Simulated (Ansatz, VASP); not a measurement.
Al2Pt: VASP beside Ansatz

File INCAR:

```
PREC = Accurate
ENCUT = 600
EDIFF = 1E-7
ISMEAR = 0
SIGMA = 0.1
LREAL = F
LASPH = T
NELM = 100
ALGO = Fast
ISIF = 3
LWAVE = F
LCHARG = F
GGA = PE
IBRION = 2
NSW = 100
EDIFFG = -0.01
```

The input KPOINTS:

```
regular mesh
0
Gamma
  16 16 16
```

Contents of POSCAR:

```
Al2Pt
1.0
   -2.1276950967      2.1276950967      2.9052060290
    2.1276950967     -2.1276950967      2.9052060290
    2.1276950967      2.1276950967     -2.9052060290
Al Pt
2 1
Direct
    0.2500000000      0.7500000000      0.5000000000
    0.7500000000      0.2500000000      0.5000000000
    0.5000000000      0.5000000000      0.0000000000
```

Input for Ansatz:

```yaml
crystal:
  lattice:
    - [-2.1276950967, 2.1276950967, 2.905206029]
    - [2.1276950967, -2.1276950967, 2.905206029]
    - [2.1276950967, 2.1276950967, -2.905206029]
  atoms:
    - { symbol: Al, position: [0.25, 0.75, 0.5] }
    - { symbol: Al, position: [0.75, 0.25, 0.5] }
    - { symbol: Pt, position: [0.5, 0.5, 0.0] }
basis:
  ecutwfc: 420
kpoints:
  mp_grid: { grid: [16, 16, 16] }
hamiltonian:
  xc: pbe
scf:
  occupations: { method: gaussian, width: 0.1 }
output:
  forces: true
  stress: true
  eigenvalues: true
  write_density: true
  write_potential: true
  elf: true
  volumetric_format: npy
relax:
  adjacent_minimum: "off"
  f_tol: 0.01
  max_steps: 80
  cell: { stress_tol: 0.05 }
```

Alike in both runs: task relaxation of cell and atoms; functional PBE; k mesh 16 × 16 × 16; occupations gaussian, width 0.1 eV; no spin polarisation.

```csv
,VASP,Ansatz
version,VASP 6.6.1,Ansatz 0.2.0
potentials or method,"VASP PAW PBE potentials, release 64 (Al, Pt), cutoff 600 eV","scalar-relativistic, plane waves, PAW"
valence electrons in the cell,16,24
```

|  | VASP | Ansatz | Ansatz less VASP |
| --- | --- | --- | --- |
| gap on the k mesh at the Fermi level, each at its own relaxed structure (eV) | none | none | - |
| relaxed volume (Å³/atom) | 17.51 | 17.52 | +0.016 |
| relaxed length of the cell vector where the two differ most in proportion (Å) | 4.203 | 4.204 | +0.0013 |

A gap of «none» marks a metal or a gap that the smearing closes. VASP's potentials hold 16 valence electrons a cell and Ansatz's 24, so a difference there can come from the potentials and not from the codes.

Spin-orbit coupling is off throughout.
